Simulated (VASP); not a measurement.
**GaSb3: single point with PBEsol**

The system is GaSb3.

```
CELL_PARAMETERS angstrom
0.00000 3.64617 3.74498
3.64617 0.00000 3.74498
3.64617 3.64617 0.00000
ATOMIC_POSITIONS crystal
Ga 0.00000 0.00000 0.00000
Sb 0.25000 0.25000 0.25000
Sb 0.75000 0.75000 0.75000
Sb 0.50000 0.50000 0.50000
```

| Item | Value |
| --- | --- |
| Program | VASP 6.6.1 |
| Task | single point |
| Functional | PBEsol |
| Potentials or basis | VASP PAW PBE potentials, release 64 (Ga_d, Sb) |
| Cutoff | 520 eV |
| k mesh | 10 × 10 × 10 |
| Occupations | gaussian, width 0.15 eV |
| Spin | no spin polarisation |
| Dipole correction | no |
| Further INCAR settings | ALGO = Normal; EDIFF = 1e-07; NBANDS = 22 |

```json
{
  "Pressure": "-1.5 GPa",
  "Band gap on the k mesh": "zero (bands 14 and 15 overlap by 4.06 eV)"
}
```

Stress tensor (GPa, compression positive):
```
-1.14  0.00  0.00
 0.00 -1.14  0.00
 0.00  0.00 -2.19
```

Levels at points of the mesh, in eV from the Fermi level:
| k point | band 10 | band 11 | band 12 | band 13 | band 14 | band 15 | band 16 | band 17 | band 18 | band 19 |
| --- | --- | --- | --- | --- | --- | --- | --- | --- | --- | --- |
| (0.00, 0.00, 0.00) | -2.73 | -2.73 | -2.55 | -2.55 | -2.45 | -2.45 | -0.91 | -0.63 | -0.63 | 3.33 |
| (0.50, 0.00, 0.00) | -3.72 | -3.61 | -2.77 | -2.68 | -0.26 | 0.07 | 2.03 | 2.28 | 2.91 | 3.15 |
| (0.50, 0.50, 0.00) | -5.33 | -5.33 | 0.90 | 1.20 | 1.20 | 1.33 | 1.98 | 2.04 | 2.04 | 3.75 |
| (0.50, 0.00, 0.50) | -5.42 | -5.38 | 0.72 | 0.88 | 1.02 | 1.33 | 1.74 | 2.20 | 2.29 | 3.96 |

Run time: 2.4 min on 1 thread of AMD EPYC 7R13 Processor (Zen 3), with other jobs on the host, peak memory 0.35 GiB.

Caveat: the PAW data sets were made with another functional, which shifts forces and pressure a little; spin-orbit coupling is left out, which moves the levels of the heavy elements.
